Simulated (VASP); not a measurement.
A run of VASP 6.6.1 is set up as follows.

INCAR

```
  PREC = Accurate
  ENCUT = 520
  EDIFF = 1E-6
  ISMEAR = 0
  SIGMA = 0.15
  LREAL = F
  LASPH = T
  NELM = 60
  ALGO = Fast
  ISIF = 2
  LWAVE = F
  LCHARG = T
  GGA = PS
  LELF = T
  LVHAR = T
  NBANDS = 18
```

Contents of KPOINTS:

```
regular mesh
0
Gamma
  14 14 14
```

Contents of POSCAR:

```
ZrCu
1.0
    3.2526642500      0.0000000000      0.0000000000
    0.0000000000      3.2526642500      0.0000000000
    0.0000000000      0.0000000000      3.2526642500
Zr Cu
1 1
Direct
    0.5000000000      0.5000000000      0.5000000000
    0.0000000000     -0.0922320833      0.0000000000
```

Potentials or basis: VASP PAW PBE potentials, release 64 (Zr_sv, Cu).

The run is started by

```bash
$ cat potpaw_PBE.64/Zr_sv/POTCAR potpaw_PBE.64/Cu/POTCAR > POTCAR
$ mpirun -np 1 vasp_std > vasp.out
```

(1) Predict the largest force.

(2) Estimate the pressure.

Answers

(1) 0.983 eV/Å.

(2) -0.1 GPa.

Caveat: the cell differs from its parent crystal (all Cu atoms moved -0.300 Å, as atom 2 along Cartesian [0 1 0]); the PAW data sets were made with another functional, which shifts forces and pressure a little.
